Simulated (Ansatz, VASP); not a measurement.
**Ga: VASP beside Ansatz**

```xyz
1
Lattice="-1.4742 1.4742 2.2290 1.4742 -1.4742 2.2290 1.3338 1.3338 -2.2290" Properties=species:S:1:pos:R:3 pbc="T T T"
Ga    0.0000    0.0000    0.0000
```

Change from the starting cell: strain -0.1000 x Voigt [0, 0, 0, 0, 0, 1], atoms carried along.

Alike in both runs: task single point; functional r2SCAN; k mesh 24 × 24 × 24; occupations gaussian, width 0.15 eV; no spin polarisation.

|  | VASP | Ansatz |
| --- | --- | --- |
| version | VASP 6.6.1 | Ansatz 0.2.0 |
| potentials or method | VASP PAW PBE potentials, release 64 (Ga_d), cutoff 520 eV | scalar-relativistic, plane waves, PAW |
| valence electrons in the cell | 13 | 13 |

VASP gave:

```
gap on the k mesh at the Fermi level (eV)                     : none
pressure (GPa)                                                : 1.1
traceless stress, the component that is largest in VASP (GPa) : 1.02
```

**Question.** Estimate Ansatz's values.

**Answer.** gap on the k mesh at the Fermi level (eV): none; pressure (GPa): 1.1; traceless stress, the component that is largest in VASP (GPa): 1.05.

VASP's potentials were made for PBE, not for r2SCAN. A gap of «none» marks a metal or a gap that the smearing closes. With one functional, cell and mesh, what is left measures potentials, basis and numerics.
